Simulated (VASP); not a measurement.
# Re2P3 (P-3m1) in VASP: notebook, part 2 of 2

VASP 6.6.1. Earlier steps stand in the parts before.

## Step 3: Single point, PBE+D3(BJ)

This run uses another cell than the first one, of 16.46 Å³/atom.

INCAR reads:

```
ALGO = Normal
EDIFF = 1E-7
ENCUT = 520
GGA = PE
ISIF = 2
ISMEAR = 0
IVDW = 12
LASPH = T
LCHARG = T
LELF = T
LREAL = F
LVHAR = T
LWAVE = F
NBANDS = 22
NELM = 100
PREC = Accurate
SIGMA = 0.1
```

KPOINTS reads:

```
k-points
0
Gamma
  6 6 2
```

POSCAR reads:

```
Re2P3
1.0
    3.3840000000      0.0000000000      0.0000000000
   -1.6920000000      2.9306299700      0.0000000000
    0.0000000000      0.0000000000      8.2967202100
Re P
2 3
Direct
    0.3333333300      0.6666666700      0.8319985700
    0.6666666700      0.3333333300      0.1680014300
    0.6666666700      0.3333333300      0.6639971500
    0.0000000000      0.0000000000      0.0000000000
    0.3333333300      0.6666666700      0.3360028500
```

Potentials or basis: VASP PAW PBE potentials, release 64 (Re, P).

Run with:

```bash
$ cat potpaw_PBE.64/Re/POTCAR potpaw_PBE.64/P/POTCAR > POTCAR
$ mpirun -np 1 vasp_std > vasp.out
```

OUTCAR:

```text
EDIFF = 1E-7
   ENCUT = 520
   GGA = PE
   ISIF = 2
   ISMEAR = 0
   IVDW = 12
   LASPH = T
   LREAL = F
   NELM = 100
   PREC = Accurate
 IVDW          = 12

 ion  position               nearest neighbor table
   1  0.333  0.667  0.832-   3 2.40   3 2.40   3 2.40   4 2.40   4 2.40   4 2.40   2 3.40   2 3.40
                             2 3.40
[... 548 lines left out ...]

  FORCE on cell =-STRESS in cart. coord.  units (eV):
  Direction    XX          YY          ZZ          XY          YZ          ZX
  --------------------------------------------------------------------------------------
  -------------------------------------------------------------------------------------
  Total      -1.95824    -1.95824     7.97282    -0.00000     0.00000     0.00000
  in kB     -38.13104   -38.13104   155.24764    -0.00000     0.00000     0.00000
  external pressure =       26.33 kB  Pullay stress =        0.00 kB

 VOLUME and BASIS-vectors are now :
 -----------------------------------------------------------------------------
  energy-cutoff  :      520.00
  volume of cell :       82.28
      direct lattice vectors                 reciprocal lattice vectors
     3.384000000  0.000000000  0.000000000     0.295508274  0.170611781  0.000000000
    -1.692000000  2.930629970  0.000000000     0.000000000  0.341223563  0.000000000
     0.000000000  0.000000000  8.296720210     0.000000000  0.000000000  0.120529556

 POSITION                                       TOTAL-FORCE (eV/Angst)
 -----------------------------------------------------------------------------------
     -0.00000      1.95375      6.90286         0.000000      0.000000     -1.048217
      1.69200      0.97688      1.39386         0.000000     -0.000000      1.048217
      1.69200      0.97688      5.50900        -0.000000      0.000000     -1.014051
      0.00000      0.00000      0.00000         0.000000      0.000000      0.000000
     -0.00000      1.95375      2.78772         0.000000      0.000000      1.014051
 -----------------------------------------------------------------------------------
    total drift:                                0.000000      0.000000     -0.000000

  FREE ENERGIE OF THE ION-ELECTRON SYSTEM (eV)
  ---------------------------------------------------
  free  energy   TOTEN  =       -41.5054046489 eV

  energy  without entropy=      -41.4873787545  energy(sigma->0) =      -41.49639170
```

OSZICAR:

```text
N       E                     dE             d eps       ncg     rms          rms(c)
DAV:   1     0.988326452070E+02    0.98833E+02   -0.12978E+04  1216   0.136E+03
DAV:   2    -0.335739298370E+02   -0.13241E+03   -0.12445E+03  1126   0.296E+02
DAV:   3    -0.411768956681E+02   -0.76030E+01   -0.72507E+01  1168   0.813E+01
DAV:   4    -0.413348189601E+02   -0.15792E+00   -0.15494E+00  1088   0.119E+01
DAV:   5    -0.413383581569E+02   -0.35392E-02   -0.35147E-02  1136   0.270E+00    0.479E+01
DAV:   6    -0.397871124712E+02    0.15512E+01   -0.14305E+01  1208   0.683E+01    0.128E+01
DAV:   7    -0.396905234769E+02    0.96589E-01   -0.79039E+00  1224   0.440E+01    0.152E+01
DAV:   8    -0.390429640740E+02    0.64756E+00   -0.16891E+00  1224   0.209E+01    0.329E+00
DAV:   9    -0.390461561881E+02   -0.31921E-02   -0.18002E-01  1224   0.426E+00    0.402E-01
DAV:  10    -0.390449283329E+02    0.12279E-02   -0.52176E-03  1092   0.984E-01    0.384E-01
DAV:  11    -0.390447953769E+02    0.13296E-03   -0.11141E-03  1128   0.380E-01    0.149E-01
DAV:  12    -0.390447634429E+02    0.31934E-04   -0.54777E-04  1180   0.376E-01    0.617E-02
DAV:  13    -0.390447533623E+02    0.10081E-04   -0.27924E-05  1020   0.449E-02    0.374E-02
DAV:  14    -0.390447516291E+02    0.17332E-05   -0.19637E-05  1062   0.275E-02    0.791E-03
DAV:  15    -0.390447516840E+02   -0.54885E-07   -0.15457E-06   936   0.159E-02    0.585E-03
DAV:  16    -0.390447514948E+02    0.18925E-06   -0.72531E-07   892   0.120E-02    0.354E-03
DAV:  17    -0.390447514376E+02    0.57143E-07   -0.21359E-07   580   0.612E-03
   1 F= -.41505405E+02 E0= -.41496392E+02  d E =-.180259E-01
```

Run time: 22 s. Hardware: 1 thread of Intel Xeon 6975P-C (Granite Rapids), shared host; peak memory 0.22 GiB.

What came out:

```
Free energy                : -41.5054 eV
Pressure                   : 2.6 GPa
Largest force              : 1.048 eV/Å
Band gap on the k mesh     : zero (an odd number of electrons rules out a gap without spin polarisation)
Dispersion energy per atom : -0.492 eV
```

Forces on the atoms (eV/Å):
```
Re   0.000  0.000 -1.048
Re   0.000  0.000  1.048
P    0.000  0.000 -1.014
P    0.000  0.000  0.000
P    0.000  0.000  1.014
```

Stress tensor (GPa, compression positive):
```
-3.81  0.00  0.00
 0.00 -3.81  0.00
 0.00  0.00 15.52
```

Caveat: the k points lie up to 0.38 Å⁻¹ apart, too coarse for converged energies and pressures of a metal; spin-orbit coupling is left out, which moves the levels of the heavy elements; forces of over 1 eV/Å act on the atoms, so gaps and moduli don't describe the material at rest.

## Step 4: Relaxation of cell and atoms, PBE+D3(BJ)

This run uses another cell than the first one, of 16.46 Å³/atom.

INCAR reads:

```
PREC = Accurate
ENCUT = 600
EDIFF = 1E-6
ISMEAR = 0
SIGMA = 0.1
LREAL = False
LASPH = True
NELM = 60
ALGO = Normal
ISIF = 3
LWAVE = False
LCHARG = False
GGA = PE
IVDW = 12
IBRION = 2
NSW = 90
EDIFFG = -0.04
```

KPOINTS reads:

```
regular mesh
0
Gamma
  6 6 2
```

POSCAR is that of step 3.

Run with:

```bash
$ cat potpaw_PBE.64/Re/POTCAR potpaw_PBE.64/P/POTCAR > POTCAR
$ mpirun -np 1 vasp_std > vasp.out
```

Wall time 5.4 min (1 thread of Intel Xeon 6975P-C (Granite Rapids), shared host); peak memory 0.25 GiB.

Results (log left out):

| Property | Result |
| --- | --- |
| Free energy | -43.6190 eV |
| Relaxed volume | 14.27 Å³/atom |
| Relaxed cell | a = 2.919 Å, b = 2.919 Å, c = 9.672 Å, α = 90.00°, β = 90.00°, γ = 120.00° |
| Space group after relaxing (to 0.1 Å) | P-3m1 (No. 164) |
| Energy gained by relaxing | 422.3 meV/atom |
| Ionic steps | 30 |
| Pressure after relaxing | 0.1 GPa |
| Largest force after relaxing | 0.039 eV/Å |
| Band gap on the k mesh | zero (an odd number of electrons rules out a gap without spin polarisation) |
| Dispersion energy per atom | -0.566 eV |

Forces on the atoms (eV/Å):
```
Re   0.000  0.000  0.036
Re   0.000  0.000 -0.036
P    0.000  0.000 -0.039
P    0.000  0.000  0.000
P    0.000  0.000  0.039
```

Stress tensor (GPa, compression positive):
```
 0.19  0.00  0.00
 0.00  0.19  0.00
 0.00  0.00 -0.15
```

Step by step:
```tsv
step	energy change (eV)	largest force (eV/Å)	pressure (GPa)	volume (Å³)
1	0.0000	1.0492	2.66	82.28
2	-0.6763	1.2014	-8.35	85.33
3	-0.8459	1.3452	-19.07	88.43
4	-0.8844	1.1630	-16.00	87.43
5	-1.1146	1.0673	-15.31	86.15
6	-1.6900	0.5835	-11.90	81.98
7	-1.0969	2.3184	13.31	72.50
8	-1.7799	0.1907	-9.97	80.60
9	-1.7943	1.3037	-1.47	76.67
10	-1.8429	0.2924	-7.60	79.19
11	-1.8527	0.5339	-6.52	78.66
12	-1.9115	0.4925	-3.71	77.41
13	-1.9397	0.7724	-0.02	75.98
14	-1.9400	0.8079	0.47	75.80
15	-1.9560	0.6224	-0.23	75.67
16	-1.9728	0.4571	-1.91	75.31
17	-1.9884	0.4856	-0.35	74.39
18	-1.9976	0.5151	1.89	73.18
19	-2.0133	0.5165	1.42	73.02
20	-2.0524	0.4598	0.07	72.54
21	-2.0853	0.4168	-2.06	71.59
22	-2.0976	0.2511	-0.57	70.91
23	-2.0998	0.1649	0.58	70.44
24	-2.0999	0.1742	0.49	70.49
25	-2.1034	0.1421	0.31	70.65
26	-2.1094	0.0707	-0.22	71.13
27	-2.1085	0.0637	-1.01	72.10
28	-2.1109	0.0243	-0.60	71.55
29	-2.1112	0.0707	0.46	71.28
30	-2.1114	0.0390	0.08	71.37
```

Final structure:
```cif
data_structure
_symmetry_space_group_name_H-M 'P 1'
_symmetry_Int_Tables_number 1
_cell_length_a 2.9192
_cell_length_b 2.9192
_cell_length_c 9.6716
_cell_angle_alpha 90.000
_cell_angle_beta 90.000
_cell_angle_gamma 120.000
_cell_volume 71.37
loop_
_atom_site_label
_atom_site_type_symbol
_atom_site_fract_x
_atom_site_fract_y
_atom_site_fract_z
_atom_site_occupancy
Re1 Re 0.33333 0.66667 0.79890 1
Re2 Re 0.66667 0.33333 0.20110 1
P1 P 0.66667 0.33333 0.62508 1
P2 P 0.00000 0.00000 0.00000 1
P3 P 0.33333 0.66667 0.37492 1
```

Levels at points of the mesh, in eV from the Fermi level:
```tsv
k point	band 10	band 11	band 12	band 13	band 14	band 15	band 16	band 17	band 18
(0.00, 0.00, 0.00)	-2.22	-2.22	-0.10	-0.10	0.04	0.04	1.28	3.90	3.90
(0.50, 0.00, 0.00)	-2.65	-2.27	-1.88	-1.46	0.23	0.85	2.79	2.79	2.91
(0.00, 0.00, 0.50)	-2.21	-2.21	-0.07	-0.07	0.02	0.02	1.24	3.69	3.69
(0.50, 0.00, 0.50)	-2.55	-2.06	-1.79	-1.64	-0.08	1.32	2.78	2.79	3.24
```

Caveat: the k points lie up to 0.41 Å⁻¹ apart in the final cell, too coarse for converged energies and pressures of a metal; a cell axis changed by over 15 % at a fixed basis, so the end point is rough; spin-orbit coupling is left out, which moves the levels of the heavy elements.

## Step 5: Single point, PBE+D3(BJ), collinear spin

INCAR reads:

```
  PREC = Accurate
  ENCUT = 520
  EDIFF = 1E-6
  ISMEAR = 0
  SIGMA = 0.1
  LREAL = F
  LASPH = T
  NELM = 150
  ALGO = Normal
  ISIF = 2
  LWAVE = F
  LCHARG = F
  ISPIN = 2
  MAGMOM = 1 1 0 0 0
  LORBIT = 11
  LMAXMIX = 4
  GGA = PE
  IVDW = 12
  NBANDS = 26
```

KPOINTS is that of step 4.

POSCAR reads:

```
Re2P3
1.0
    2.9211946000      0.0000000000      0.0000000000
   -1.4605973000      2.5298287330      0.0000000000
    0.0000000000      0.0000000000      9.6281554332
Re P
2 3
Direct
    0.3333333333      0.6666666667      0.7987823606
    0.6666666667      0.3333333333      0.2012176394
    0.6666666667      0.3333333333      0.6247269795
    0.0000000000      0.0000000000      0.0000000000
    0.3333333333      0.6666666667      0.3752730205
```

Run with:

```bash
$ cat potpaw_PBE.64/Re/POTCAR potpaw_PBE.64/P/POTCAR > POTCAR
$ mpirun -np 1 vasp_std > vasp.out
```

It took 30 s on 1 thread of Intel Xeon 6975P-C (Granite Rapids), shared host; peak memory 0.24 GiB.

The run converged. Its results:

| Item | Value |
| --- | --- |
| Free energy | -43.6180 eV |
| Pressure | 0.7 GPa |
| Largest force | 0.070 eV/Å |
| Net moment | 0.00 μB per cell |
| Valence electrons inside the program's atomic spheres | Re 6.24; P 2.45, 2.39 (each value once) |
| Dispersion energy per atom | -0.568 eV |

Forces in eV/Å, atoms in the order of the input:
```
Re   0.000  0.000  0.044
Re   0.000  0.000 -0.044
P    0.000  0.000 -0.070
P    0.000  0.000  0.000
P    0.000  0.000  0.070
```

Stress tensor (GPa, compression positive):
```
0.62 0.00 0.00
0.00 0.62 0.00
0.00 0.00 0.83
```

Levels at points of the mesh, in eV from the Fermi level:
Spin up:
| k point | band 12 | band 13 | band 14 | band 15 | band 16 | band 17 |
| --- | --- | --- | --- | --- | --- | --- |
| (0.00, 0.00, 0.00) | -0.14 | -0.14 | 0.02 | 0.02 | 1.36 | 3.86 |
| (0.50, 0.00, 0.00) | -1.91 | -1.46 | 0.23 | 0.80 | 2.76 | 2.76 |
| (0.00, 0.00, 0.50) | -0.11 | -0.11 | -0.01 | -0.01 | 1.32 | 3.64 |
| (0.50, 0.00, 0.50) | -1.79 | -1.65 | -0.06 | 1.29 | 2.75 | 2.76 |
Spin down:
```csv
k point,band 11,band 12,band 13,band 14,band 15,band 16,band 17,band 18
"(0.00, 0.00, 0.00)",-2.25,-0.14,-0.14,0.02,0.02,1.36,3.86,3.86
"(0.50, 0.00, 0.00)",-2.27,-1.91,-1.46,0.23,0.80,2.76,2.76,2.93
"(0.00, 0.00, 0.50)",-2.24,-0.11,-0.11,-0.01,-0.01,1.32,3.64,3.64
"(0.50, 0.00, 0.50)",-2.10,-1.79,-1.65,-0.05,1.29,2.75,2.76,2.88
```

Caveat: the k points lie up to 0.41 Å⁻¹ apart; spin-orbit coupling is left out, which moves the levels of the heavy elements.

## Step 6: The runs side by side

| task | spin | cell | cutoff (eV) | gap on the mesh (eV) | pressure (GPa) | largest force (eV/Å) |
| --- | --- | --- | --- | --- | --- | --- |
| single point | off | a = 2.921, b = 2.921, c = 9.628 Å, angles 90.0, 90.0, 120.0°, 5 atoms, atomic positions A | 520 | none | 0.7 | 0.07 |
| single point | off | a = 3.384, b = 3.384, c = 8.297 Å, angles 90.0, 90.0, 120.0°, 5 atoms, atomic positions B | 520 | none | 2.6 | 1.05 |
| relaxation of cell and atoms | off | relaxed from a = 3.384, b = 3.384, c = 8.297 Å, angles 90.0, 90.0, 120.0°, 5 atoms, atomic positions B | 600 | none | 0.1 | 0.04 |
| single point | collinear | a = 2.921, b = 2.921, c = 9.628 Å, angles 90.0, 90.0, 120.0°, 5 atoms, atomic positions A | 520 | none | 0.7 | 0.07 |

Alike in all rows: level PBE+D3(BJ); potentials or basis VASP PAW PBE potentials, release 64 (Re, P); k mesh 6 × 6 × 2; smearing gaussian 0.1 eV.

Caveats: all runs use coarse meshes; spin-orbit coupling is left out, which moves the levels of the heavy elements; forces of over 1 eV/Å act on the atoms, so gaps and moduli don't describe the material at rest (at least some runs); a cell axis changed by over 15 % at a fixed basis, so the end point is rough (at least some runs).

Absolute energies hang on the potentials; compare differences alone.
